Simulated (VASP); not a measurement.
# Lu (Fm-3m) in VASP: relaxation of cell and atoms with LDA

Aim: the relaxation of cell and atoms of Lu with LDA.

All numbers are computed with VASP 6.6.1; they aren't measurements. Logs are shortened: lines on timing, memory, paths and dates and some standing lists are left out, and cuts for length are marked.

### 1 The cell of the first run

It takes space group Fm-3m (No. 225, cubic). Conventional cell: a = 4.900 Å, b = 4.900 Å, c = 4.900 Å, α = 90.00°, β = 90.00°, γ = 90.00°. Lu (site symmetry m-3m) has 12 Lu at 3.46 Å within 4.6 Å.

This isn't the form of Lu at room conditions, which is hcp.

### 2 Relaxation of cell and atoms, LDA

Contents of INCAR:

```
SYSTEM = Lu
PREC = Accurate
ENCUT = 600
EDIFF = 1E-6
ISMEAR = -1
SIGMA = 0.1
LREAL = .FALSE.
LASPH = .TRUE.
NELM = 60
ALGO = Normal
ISIF = 3
LWAVE = .FALSE.
LCHARG = .FALSE.
GGA = CA
IBRION = 2
NSW = 60
EDIFFG = -0.02
```

Contents of KPOINTS:

```
regular mesh
0
G
  4 4 4
  0 0 0
```

Contents of POSCAR:

```
Lu
1.0
    4.9000000000      0.0000000000      0.0000000000
    0.0000000000      4.9000000000      0.0000000000
    0.0000000000      0.0000000000      4.9000000000
Lu
4
Direct
    0.0000000000      0.0000000000      0.0000000000
    0.0000000000      0.5000000000      0.5000000000
    0.5000000000      0.0000000000      0.5000000000
    0.5000000000      0.5000000000      0.0000000000
```

Potentials or basis: VASP PAW PBE potentials, release 64 (Lu).

Started as:

```sh
$ cat potpaw_PBE.64/Lu/POTCAR > POTCAR
$ mpirun -np 1 vasp_std > vasp.out
```

OUTCAR:

```text
SYSTEM = Lu
   PREC = Accurate
   ENCUT = 600
   EDIFF = 1E-6
   ISMEAR = -1
   LREAL = .FALSE.
   LASPH = .TRUE.
   NELM = 60
   ISIF = 3
   GGA = CA
   IBRION = 2
   NSW = 60
   EDIFFG = -0.02

 ion  position               nearest neighbor table
   1  0.000  0.000  0.000-   2 3.46   3 3.46   4 3.46   2 3.46   3 3.46   2 3.46   4 3.46   2 3.46
                             3 3.46   4 3.46   3 3.46   4 3.46
   2  0.000  0.500  0.500-   1 3.46   3 3.46   4 3.46   1 3.46   4 3.46   1 3.46   3 3.46   1 3.46
                             3 3.46   4 3.46   4 3.46   3 3.46
   3  0.500  0.000  0.500-   1 3.46   2 3.46   4 3.46   1 3.46   4 3.46   2 3.46   4 3.46   4 3.46
                             1 3.46   2 3.46   1 3.46   2 3.46
   4  0.500  0.500  0.000-   1 3.46   2 3.46   3 3.46   2 3.46   3 3.46   1 3.46   3 3.46   3 3.46
                             1 3.46   2 3.46   2 3.46   1 3.46

  LATTYP: Found a simple cubic cell.
 ALAT       =     4.9000000000

  Lattice vectors:

 A1 = (   4.9000000000,   0.0000000000,   0.0000000000)
 A2 = (   0.0000000000,   4.9000000000,   0.0000000000)
 A3 = (   0.0000000000,   0.0000000000,   4.9000000000)

Analysis of symmetry for initial positions (statically):
=====================================================================
 Subroutine PRICEL returns following result:

  LATTYP: Found a face centered cubic cell.
 ALAT       =     4.9000000000

  Lattice vectors:

 A1 = (   2.4500000000,  -2.4500000000,   0.0000000000)
 A2 = (   2.4500000000,   0.0000000000,   2.4500000000)
 A3 = (   0.0000000000,  -2.4500000000,   2.4500000000)

   4 primitive cells build up your supercell.

 Routine SETGRP: Setting up the symmetry group for a
 simple cubic supercell.

 Subroutine GETGRP returns: Found 48 space group operations
 (whereof 48 operations were pure point group operations)
 out of a pool of 48 trial point group operations.

The static configuration has the point symmetry O_h .

Analysis of symmetry for dynamics (positions and initial velocities):
=====================================================================
 Subroutine PRICEL returns following result:

  LATTYP: Found a face centered cubic cell.
 ALAT       =     4.9000000000

  Lattice vectors:

 A1 = (   2.4500000000,  -2.4500000000,   0.0000000000)
 A2 = (   2.4500000000,   0.0000000000,   2.4500000000)
 A3 = (   0.0000000000,  -2.4500000000,   2.4500000000)

   4 primitive cells build up your supercell.

 Routine SETGRP: Setting up the symmetry group for a
 simple cubic supercell.

 Subroutine GETGRP returns: Found 48 space group operations
 (whereof 48 operations were pure point group operations)
 out of a pool of 48 trial point group operations.

The dynamic configuration has the point symmetry O_h .

 Subroutine INISYM returns: Found 48 space group operations
 (whereof 48 operations are pure point group operations),
 and found     4 'primitive' translations

----------------------------------------------------------------------------------------

                                     Primitive cell

  volume of cell :      29.4123

  direct lattice vectors                    reciprocal lattice vectors
     2.450000000 -2.450000000  0.000000000     0.204081633 -0.204081633 -0.204081633
     2.450000000  0.000000000  2.450000000     0.204081633  0.204081633  0.204081633
     0.000000000 -2.450000000  2.450000000    -0.204081633 -0.204081633  0.204081633

  length of vectors
     3.464823228  3.464823228  3.464823228     0.353479757  0.353479757  0.353479757

  position of ions in fractional coordinates (direct lattice)
     0.000000000  0.000000000  0.000000000

  ion indices of the primitive-cell ions
   primitive index   ion index
                 1           1

----------------------------------------------------------------------------------------

 KPOINTS: regular mesh

Automatic generation of k-mesh.
 Grid dimensions read from file:
 generate k-points for:    4    4    4

 Generating k-lattice:

  Cartesian coordinates                     Fractional coordinates (reciprocal lattice)
     0.051020408  0.000000000  0.000000000     0.250000000  0.000000000  0.000000000
     0.000000000  0.051020408  0.000000000     0.000000000  0.250000000  0.000000000
     0.000000000  0.000000000  0.051020408     0.000000000  0.000000000  0.250000000

  Length of vectors
     0.051020408  0.051020408  0.051020408

  Shift w.r.t. Gamma in fractional coordinates (k-lattice)
     0.000000000  0.000000000  0.000000000

 Subroutine IBZKPT returns following result:
 ===========================================

 Found     10 irreducible k-points:

 Following reciprocal coordinates:
            Coordinates               Weight
  0.000000  0.000000  0.000000      1.000000
  0.250000  0.000000  0.000000      6.000000
  0.500000  0.000000  0.000000      3.000000
  0.250000  0.250000  0.000000     12.000000
  0.500000  0.250000  0.000000     12.000000
  0.500000  0.500000  0.000000      3.000000
  0.250000  0.250000  0.250000      8.000000
  0.500000  0.250000  0.250000     12.000000
  0.500000  0.500000  0.250000      6.000000
  0.500000  0.500000  0.500000      1.000000
   k-points           NKPTS =     10   k-points in BZ     NKDIM =     10   number of bands    NBANDS=     60
   number of dos      NEDOS =    301   number of ions     NIONS =      4
   total plane-waves  NPLWV =  64000
   dimension x,y,z NGX =    40 NGY =   40 NGZ =   40
   dimension x,y,z NGXF=    80 NGYF=   80 NGZF=   80
   ions per type =               4
   NGX,Y,Z   is equivalent  to a cutoff of  13.57, 13.57, 13.57 a.u.
   NGXF,Y,Z  is equivalent  to a cutoff of  27.14, 27.14, 27.14 a.u.
 SYSTEM =  Lu
   PREC   = accura    normal or accurate (medium, high low for compatibility)
   ISTART =      0    job   : 0-new  1-cont  2-samecut
   ICHARG =      2    charge: 1-file 2-atom 10-const
   ISPIN  =      1    spin polarized calculation?
   LNONCOLLINEAR =      F non collinear calculations
   LSORBIT =      F    spin-orbit coupling
   LASPH  =      T    aspherical Exc in radial PAW
   ENCUT  =  600.0 eV  44.10 Ry    6.64 a.u.   9.79  9.79  9.79*2*pi/ulx,y,z
   NELM   =     60;   NELMIN=  2; NELMDL= -5     # of ELM steps
   EDIFF  = 0.1E-05   stopping-criterion for ELM
   LREAL  =      F    real-space projection
   EDIFFG = -.2E-01   stopping-criterion for IOM
   NSW    =     60    number of steps for IOM
   IBRION =      2    ionic relax: 0-MD 1-quasi-New 2-CG
   NFREE  =      1    steps in history (QN), initial steepest desc. (CG)
   ISIF   =      3    stress and relaxation
   ISYM   =      2    0-nonsym 1-usesym 2-fastsym
   POTIM  = 0.5000    time-step for ionic-motion
   TEBEG  =    0.0;   TEEND  =   0.0 temperature during run
   PSTRESS=    0.0 pullay stress
   NELECT =     100.0000    total number of electrons
   NUPDOWN=      -1.0000    fix difference up-down
   EMIN   =  10.00;   EMAX   =-10.00  energy-range for DOS
   EFERMI =   0.00;   METHOD = LEGACY
   ISMEAR =    -1;   SIGMA  =   0.10  broadening in eV -4-tet -1-fermi 0-gaus
   EFERMI_NEDOS =   21; number of points for ismear=-14 and -15
   IALGO  =     38    algorithm
   IMIX   =      4    mixing-type and parameters
     AMIX     =   0.40;   BMIX     =  1.00
     AMIX_MAG =   1.60;   BMIX_MAG =  1.00
  volume/ion in A,a.u.               =      29.41       198.48
  Fermi-wavevector in a.u.,A,eV,Ry     =   1.550763  2.930517 32.720185  2.404866
  Thomas-Fermi vector in A             =   2.655380
   LORBIT       =      0    0 simple, 1 ext, 2 COOP (PROOUT), +10 PAW based schemes
   GGA     = CA    functional components
   LHFCALC =     F    Hartree Fock is set to
   AEXX    =    0.0000 exact exchange contribution
   IVDW    =     0    specifies the selected vdW correction
   LEPSILON=     F    determine dielectric tensor
   LRPA    =     F    only Hartree local field effects (RPA)
 conjugate gradient relaxation of ions
 non-spin polarized calculation
  energy-cutoff  :      600.00
  volume of cell :      117.65
 maximum number of plane-waves:      3952
 NGX is ok and might be reduce to    40
   NGX = 19   NGY = 19   NGZ = 19

--------------------------------------- Ionic step        1  -------------------------------------------

 number of electron     100.0000000 magnetization

 number of electron      99.9999978 magnetization

 Free energy of the ion-electron system (eV)
  ---------------------------------------------------
  ext. energy  EPLUGINS =         0.00000000
  ---------------------------------------------------
  free energy    TOTEN  =       -20.50990768 eV

  energy without entropy =      -20.34738078  energy(sigma->0) =      -20.42864423

------------------------ aborting loop because EDIFF is reached ----------------------------------------

  FORCE on cell =-STRESS in cart. coord.  units (eV):
  Direction    XX          YY          ZZ          XY          YZ          ZX
  --------------------------------------------------------------------------------------
  -------------------------------------------------------------------------------------
  Total       -4.0687813     -4.0687813     -4.0687813     -0.0000000     -0.0000000      0.0000000
  in kB      -55.4098132    -55.4098132    -55.4098132     -0.0000000     -0.0000000      0.0000000
  external PRESSURE =     -55.4098132 kB  Pullay stress =       0.0000000 kB

 VOLUME and BASIS-vectors are now :
 -----------------------------------------------------------------------------
  energy-cutoff  :      600.00
  volume of cell :      117.65
      direct lattice vectors                 reciprocal lattice vectors
     4.900000000  0.000000000  0.000000000     0.204081633  0.000000000  0.000000000
     0.000000000  4.900000000  0.000000000     0.000000000  0.204081633  0.000000000
     0.000000000  0.000000000  4.900000000     0.000000000  0.000000000  0.204081633
[... 77 lines left out ...]
 POSITION                                       TOTAL-FORCE (eV/Angst)
 -----------------------------------------------------------------------------------
      0.00000      0.00000      0.00000         0.000000     -0.000000      0.000000
     -0.00000      2.34108      2.34108        -0.000000      0.000000      0.000000
      2.34108     -0.00000      2.34108        -0.000000      0.000000     -0.000000
      2.34108      2.34108      0.00000         0.000000     -0.000000     -0.000000
 -----------------------------------------------------------------------------------
    total drift:                               -0.000000     -0.000000     -0.000000

  FREE ENERGIE OF THE ION-ELECTRON SYSTEM (eV)
  ---------------------------------------------------
  free  energy   TOTEN  =       -20.7840883760 eV

  energy  without entropy=      -20.6704223117  energy(sigma->0) =      -20.72725534

--------------------------------------- Ionic step        4  -------------------------------------------

 number of electron      99.9999965 magnetization

 Free energy of the ion-electron system (eV)
  ---------------------------------------------------
  ext. energy  EPLUGINS =         0.00000000
  ---------------------------------------------------
  free energy    TOTEN  =       -20.78434726 eV

  energy without entropy =      -20.66869824  energy(sigma->0) =      -20.72652275

 E-fermi :   2.4488     XC(G=0): -11.5690

 val. band max:        2.2534363213   @ k =   0.5000   0.2500   0.2500
 cond. band min:       2.6441895998   @ k =   0.5000   0.0000   0.0000
 fundamental gap:      0.3907532786
 Fermi energy:         2.4488097758

 k-point     1 :       0.0000    0.0000    0.0000
  band No.  band energies     occupation
      1     -53.2769      2.00000
      2     -53.2067      2.00000
      3     -53.2067      2.00000
      4     -53.2067      2.00000
      5     -24.4945      2.00000
      6     -24.4945      2.00000
[... 641 lines left out ...]
 POSITION                                       TOTAL-FORCE (eV/Angst)
 -----------------------------------------------------------------------------------
      0.00000      0.00000      0.00000         0.000000      0.000000      0.000000
     -0.00000      2.34869      2.34869        -0.000000      0.000000      0.000000
      2.34869     -0.00000      2.34869         0.000000      0.000000      0.000000
      2.34869      2.34869      0.00000        -0.000000     -0.000000     -0.000000
 -----------------------------------------------------------------------------------
    total drift:                               -0.000000     -0.000000     -0.000000

  FREE ENERGIE OF THE ION-ELECTRON SYSTEM (eV)
  ---------------------------------------------------
  free  energy   TOTEN  =       -20.7843472630 eV

  energy  without entropy=      -20.6686982364  energy(sigma->0) =      -20.72652275

 reached required accuracy - stopping structural energy minimisation
```

Run time: 2.5 min. Hardware: 1 thread of Intel Xeon 6975P-C (Granite Rapids), shared host; peak memory 0.23 GiB.

What came out:

```yaml
Free_energy: -20.7843 eV
Relaxed_volume: 25.91 Å³/atom
Relaxed_cell: a = 4.697 Å, b = 4.697 Å, c = 4.697 Å, α = 90.00°, β = 90.00°, γ = 90.00°
Space_group_after_relaxing_to_0.1_Å: Fm-3m (No. 225)
Energy_gained_by_relaxing: 68.6 meV/atom
Ionic_steps: 4
Pressure_after_relaxing: -0.1 GPa
Band_gap_on_the_k_mesh: zero (bands 50 and 51 overlap by 1.97 eV)
```

The path:
| step | energy change (eV) | largest force (eV/Å) | pressure (GPa) | volume (Å³) |
| --- | --- | --- | --- | --- |
| 1 | 0.0000 | 0.0000 | -5.54 | 117.65 |
| 2 | -0.2677 | 0.0000 | 0.67 | 101.17 |
| 3 | -0.2742 | 0.0000 | 0.48 | 102.65 |
| 4 | -0.2744 | 0.0000 | -0.12 | 103.65 |

Final structure:
```
Lu
1.0
     4.69739    0.00000    0.00000
     0.00000    4.69739    0.00000
     0.00000    0.00000    4.69739
Lu
4
Direct
  0.00000 0.00000 0.00000
  0.00000 0.50000 0.50000
  0.50000 0.00000 0.50000
  0.50000 0.50000 0.00000
```

Caveat: the PAW data sets were made with another functional, which shifts forces and pressure a little; spin-orbit coupling is left out, which moves the levels of the heavy elements.

The gap in the log of VASP goes by the Fermi energy; the results here count the filled bands.